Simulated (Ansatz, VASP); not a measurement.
Two plane-wave programs on ZnSe

```xyz
2
Lattice="0.0000 2.8324 2.8324 2.8324 0.0000 2.8324 2.8324 2.8324 0.0000" Properties=species:S:1:pos:R:3 pbc="T T T"
Zn    0.0000    0.0000    0.0000
Se    1.4162    1.4162    1.4162
```

Alike in both runs: task single point; functional PBE; k mesh 6 × 6 × 6; occupations methfessel-paxton of order 1, width 0.05 eV; no spin polarisation.

```csv
,VASP,Ansatz
version,VASP 6.6.1,Ansatz 0.2.0
potentials or method,"VASP PAW PBE potentials, release 64 (Zn, Se)",plane waves
plane-wave cutoff (eV),520,420
valence electrons in the cell,18,28
```

|  | VASP | Ansatz | Ansatz less VASP |
| --- | --- | --- | --- |
| gap on the k mesh at the Fermi level (eV) | 1.29 | 1.29 | -0.002 |
| pressure (GPa) | 2.5 | 2.2 | -0.24 |

VASP's potentials hold 18 valence electrons a cell and Ansatz's 28, so a difference there can come from the potentials and not from the codes.
